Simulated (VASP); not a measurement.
# Cr (P6_3/mmc) in VASP: a series of runs, part 3 of 3

VASP 6.6.1.

**5. Electric field gradients, PBE, collinear spin, ferromagnetic start**

This run uses another cell than the first one, of 11.92 Å³/atom.

INCAR reads:

```
SYSTEM = Cr
PREC = Accurate ; ENCUT = 520
EDIFF = 1E-8 ; ISMEAR = -1
SIGMA = 0.05 ; LREAL = .False.
LASPH = .True. ; NELM = 150
ALGO = Normal ; ISIF = 2
LWAVE = .False. ; LCHARG = .False.
ISPIN = 2 ; MAGMOM = 3 3
LORBIT = 11 ; LMAXMIX = 4
GGA = PE ; LEFG = .True.
NBANDS = 23
```

KPOINTS reads:

```
Automatic mesh
0
Gamma
  17 17 9
  0 0 0
```

POSCAR reads:

```
Cr
1.0
    2.4853037499      0.0000000000      0.0000000000
   -1.2426518750      2.1523361835      0.0000000000
    0.0000000000      0.0000000000      4.4556379480
Cr
2
Direct
    0.3333333333      0.6666666667      0.2500000000
    0.6666666667      0.3333333333      0.7500000000
```

Potentials or basis: VASP PAW PBE potentials, release 64 (Cr_pv).

Command:

```console
$ cat potpaw_PBE.64/Cr_pv/POTCAR > POTCAR
$ mpirun -np 1 vasp_std > vasp.out
```

OUTCAR:

```text
SYSTEM = Cr
   PREC = Accurate
   ENCUT = 520
   EDIFF = 1E-8
   ISMEAR = -1
   LREAL = .False.
   LASPH = .True.
   NELM = 150
   ISIF = 2
   ISPIN = 2
   LORBIT = 11
   GGA = PE

 ion  position               nearest neighbor table
   1  0.333  0.667  0.250-   2 2.65   2 2.65   2 2.65   2 2.65   2 2.65   2 2.65
   2  0.667  0.333  0.750-   1 2.65   1 2.65   1 2.65   1 2.65   1 2.65   1 2.65

  LATTYP: Found a hexagonal cell.
 ALAT       =     2.4853037499
 C/A-ratio  =     1.7927941195

  Lattice vectors:

 A1 = (   2.4853037499,   0.0000000000,   0.0000000000)
 A2 = (  -1.2426518750,   2.1523361835,   0.0000000000)
 A3 = (   0.0000000000,   0.0000000000,   4.4556379480)

Analysis of symmetry for initial positions (statically):
=====================================================================
 Subroutine PRICEL returns:
 Original cell was already a primitive cell.

 Routine SETGRP: Setting up the symmetry group for a
 hexagonal supercell.

 Subroutine GETGRP returns: Found 24 space group operations
 (whereof 12 operations were pure point group operations)
 out of a pool of 24 trial point group operations.

The static configuration has the point symmetry D_3d.
 The point group associated with its full space group is D_6h.

Analysis of symmetry for dynamics (positions and initial velocities):
=====================================================================
 Subroutine PRICEL returns:
 Original cell was already a primitive cell.

 Routine SETGRP: Setting up the symmetry group for a
 hexagonal supercell.

 Subroutine GETGRP returns: Found 24 space group operations
 (whereof 12 operations were pure point group operations)
 out of a pool of 24 trial point group operations.

The dynamic configuration has the point symmetry D_3d.
 The point group associated with its full space group is D_6h.

Analysis of structural, dynamic, and magnetic symmetry:
=====================================================================
 Subroutine PRICEL returns:
 Original cell was already a primitive cell.

 Routine SETGRP: Setting up the symmetry group for a
 hexagonal supercell.

 Subroutine GETGRP returns: Found 24 space group operations
 (whereof 12 operations were pure point group operations)
 out of a pool of 24 trial point group operations.

The overall configuration has the point symmetry D_3d.
 The point group associated with its full space group is D_6h.

 Subroutine INISYM returns: Found 24 space group operations
 (whereof 12 operations are pure point group operations),
 and found     1 'primitive' translations

----------------------------------------------------------------------------------------

                                     Primitive cell

  volume of cell :      23.8341

  direct lattice vectors                    reciprocal lattice vectors
     2.485303750  0.000000000  0.000000000     0.402365304  0.232305717  0.000000000
    -1.242651875  2.152336184  0.000000000     0.000000000  0.464611434  0.000000000
[... 114 lines left out ...]
   LEPSILON=     F    determine dielectric tensor
   LRPA    =     F    only Hartree local field effects (RPA)
 spin polarized calculation
  energy-cutoff  :      520.00
  volume of cell :       23.83
 maximum number of plane-waves:       665
   NGX =  9   NGY =  9   NGZ = 17

 number of electron      23.9999997 magnetization      -0.0000851

 number of electron      23.9999997 magnetization       0.0000078

 Free energy of the ion-electron system (eV)
  ---------------------------------------------------
  ext. energy  EPLUGINS =         0.00000000
  ---------------------------------------------------
  free energy    TOTEN  =       -18.23785171 eV

  energy without entropy =      -18.21259102  energy(sigma->0) =      -18.22522136

 E-fermi :  10.3773     XC(G=0): -13.4701

 val. band max:       10.3749246287   @ k =   0.1176   0.0000   0.0000
 cond. band min:      10.3830227658   @ k =   0.2941   0.2941   0.0000
 fundamental gap:      0.0080981370
 Fermi energy:        10.3773089071

 spin component 1

 k-point     1 :       0.0000    0.0000    0.0000
  band No.  band energies     occupation
      1     -32.8819      1.00000
      2     -32.2226      1.00000
      3     -32.0540      1.00000
      4     -32.0540      1.00000
      5     -31.9915      1.00000
      6     -31.9915      1.00000
[... 613 lines left out ...]
     22      24.8949      0.00000
     23      25.4936      0.00000

 [... further k-points ...]

 spin component 2

 k-point     1 :       0.0000    0.0000    0.0000
  band No.  band energies     occupation
      1     -32.8819      1.00000
      2     -32.2226      1.00000
      3     -32.0540      1.00000
      4     -32.0540      1.00000
      5     -31.9915      1.00000
      6     -31.9915      1.00000
[... 613 lines left out ...]
     22      24.8949      0.00000
     23      25.4936      0.00000

 [... further k-points ...]

------------------------ aborting loop because EDIFF is reached ----------------------------------------

  FORCE on cell =-STRESS in cart. coord.  units (eV):
  Direction    XX          YY          ZZ          XY          YZ          ZX
  --------------------------------------------------------------------------------------
  -------------------------------------------------------------------------------------
  Total       -0.0713583     -0.0713583     -0.0516680      0.0000000      0.0000000      0.0000000
  in kB       -4.7968454     -4.7968454     -3.4732248      0.0000000      0.0000000      0.0000000
  external PRESSURE =      -4.3556386 kB  Pullay stress =       0.0000000 kB

 VOLUME and BASIS-vectors are now :
 -----------------------------------------------------------------------------
  energy-cutoff  :      520.00
  volume of cell :       23.83
      direct lattice vectors                 reciprocal lattice vectors
     2.485303750  0.000000000  0.000000000     0.402365304  0.232305717  0.000000000
    -1.242651875  2.152336184  0.000000000     0.000000000  0.464611434  0.000000000
     0.000000000  0.000000000  4.455637948     0.000000000  0.000000000  0.224434752

 POSITION                                       TOTAL-FORCE (eV/Angst)
 -----------------------------------------------------------------------------------
     -0.00000      1.43489      1.11391         0.000000      0.000000      0.000000
      1.24265      0.71745      3.34173        -0.000000     -0.000000      0.000000
 -----------------------------------------------------------------------------------
    total drift:                               -0.000000      0.000000     -0.000000

  FREE ENERGIE OF THE ION-ELECTRON SYSTEM (eV)
  ---------------------------------------------------
  free  energy   TOTEN  =       -18.2378517138 eV

  energy  without entropy=      -18.2125910154  energy(sigma->0) =      -18.22522136

 Electric field gradients (V/A^2)
---------------------------------------------------------------------
 ion       V_xx      V_yy      V_zz      V_xy      V_xz      V_yz
---------------------------------------------------------------------
   1      -5.113    -5.116    10.229    -0.002    -0.000    -0.000
   2      -5.113    -5.116    10.229    -0.002    -0.000    -0.000
---------------------------------------------------------------------

 Electric field gradients after diagonalization (V/A^2)
 (convention: |V_zz| > |V_xx| > |V_yy|)
----------------------------------------------------------------------
 ion       V_xx      V_yy      V_zz     asymmetry (V_yy - V_xx)/ V_zz
----------------------------------------------------------------------
   1      -5.118    -5.112    10.229       0.001
   2      -5.118    -5.112    10.229       0.001
----------------------------------------------------------------------

           NMR quadrupolar parameters

 Cq : quadrupolar parameter    Cq=e*Q*V_zz/h
 eta: asymmetry parameters     (V_yy - V_xx)/ V_zz
 Q  : nuclear electric quadrupole moment in mb (millibarn)
----------------------------------------------------------------------
 ion       Cq(MHz)       eta       Q (mb)
----------------------------------------------------------------------
   1       0.025       0.001       1.000
   2       0.025       0.001       1.000
----------------------------------------------------------------------

 total charge

# of ion       s       p       d       tot
------------------------------------------
    1        0.441   6.371   4.210  11.022
    2        0.441   6.371   4.210  11.022
--------------------------------------------------
tot          0.882  12.742   8.420  22.045

 magnetization (x)

# of ion       s       p       d       tot
------------------------------------------
    1        0.000   0.000   0.000   0.000
    2        0.000   0.000   0.000   0.000
--------------------------------------------------
tot          0.000   0.000   0.000   0.000
```

OSZICAR:

```text
N       E                     dE             d eps       ncg     rms          rms(c)
DAV:   1     0.242260264654E+03    0.24226E+03   -0.13789E+04 15284   0.132E+03
DAV:   2    -0.112785043592E+02   -0.25354E+03   -0.24451E+03 15586   0.379E+02
DAV:   3    -0.190995009967E+02   -0.78210E+01   -0.77595E+01 19310   0.781E+01
DAV:   4    -0.191673867088E+02   -0.67886E-01   -0.67804E-01 15856   0.744E+00
DAV:   5    -0.191682561353E+02   -0.86943E-03   -0.86933E-03 16259   0.795E-01    0.218E+01
DAV:   6    -0.178317294618E+02    0.13365E+01   -0.81181E+00 17154   0.315E+01    0.576E+00
DAV:   7    -0.181645495901E+02   -0.33282E+00   -0.37697E-01 17070   0.571E+00    0.431E+00
DAV:   8    -0.182123232135E+02   -0.47774E-01   -0.13119E-02 15915   0.116E+00    0.174E+00
DAV:   9    -0.182367421099E+02   -0.24419E-01   -0.11602E-02 17336   0.952E-01    0.424E-01
DAV:  10    -0.182377455340E+02   -0.10034E-02   -0.40104E-03 15992   0.505E-01    0.156E-01
DAV:  11    -0.182378256081E+02   -0.80074E-04   -0.10966E-04 17182   0.102E-01    0.660E-02
DAV:  12    -0.182378473997E+02   -0.21792E-04   -0.23994E-05 16209   0.385E-02    0.291E-02
DAV:  13    -0.182378525190E+02   -0.51193E-05   -0.72540E-06 16559   0.240E-02    0.803E-03
DAV:  14    -0.182378517709E+02    0.74811E-06   -0.10585E-06 16342   0.792E-03    0.177E-03
DAV:  15    -0.182378516974E+02    0.73439E-07   -0.14642E-07 16909   0.351E-03    0.429E-04
DAV:  16    -0.182378517107E+02   -0.13321E-07   -0.67959E-09 10012   0.787E-04    0.256E-04
DAV:  17    -0.182378517138E+02   -0.30204E-08   -0.10440E-09  8143   0.239E-04
   1 F= -.18237852E+02 E0= -.18225221E+02  d E =-.252607E-01  mag=    -0.0000
```

Run time: 2 min. Hardware: 1 thread of Intel Xeon Platinum 8559C (Emerald Rapids), shared host; peak memory 0.23 GiB.

What came out:

| Quantity | Value |
| --- | --- |
| Free energy | -18.2379 eV |
| Pressure | -0.4 GPa |
| Band gap on the k mesh | zero (filled and empty bands overlap) |
| Net moment | 0.00 μB per cell |
| Largest electric field gradient by atom | Cr +10.2 V/Å² |
| Valence electrons inside the program's atomic spheres | Cr 11.02 |

Electric field gradients, principal values (V/Å²):
```
atom   least  middle  greatest (by size)
1 Cr  -5.112  -5.118              10.229
2 Cr  -5.112  -5.118              10.229
```

Caveat: an empty level that is flat over the whole mesh can mark a ghost state of the potentials, or a narrow d or f band; without QUAD_EFG the Cq values of the log hold for a quadrupole moment of 1 mb, not for the nuclei.
